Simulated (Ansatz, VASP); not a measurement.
GaP: VASP beside Ansatz

```
Ga P
1.0
     0.00000    2.69800    2.72525
     2.69800    0.00000    2.72525
     2.69800    2.69800    0.00000
Ga P
1 1
Cartesian
  0.0000 0.0000 0.0000
  4.0470 4.0470 4.0879
```

Change from the starting cell: equal xx and yy strain of -1 %, PAW files.

Alike in both runs: task electric field gradients; functional PBE; k mesh 10 × 10 × 10; occupations fermi-dirac, width 0.05 eV; no spin polarisation.

|  | VASP | Ansatz |
| --- | --- | --- |
| version | VASP 6.6.1 | Ansatz 0.2.0 |
| potentials or method | VASP PAW PBE potentials, release 64 (Ga_d, P) | PAW with Ansatz's default frozen-core files, scalar-relativistic |
| plane-wave cutoff (eV) | 520 | 420 |
| valence electrons in the cell | 18 | 18 |

```csv
,VASP,Ansatz,Ansatz less VASP
pressure (GPa),4.3,4.4,+0.04
"traceless stress, the component that is largest in VASP (GPa)",-0.50,-0.50,+0.001
size of Vzz on the site where it differs most (V/Å²),1.7,2.0,+0.32
```

With one functional, cell and mesh, what is left measures potentials, basis and numerics.
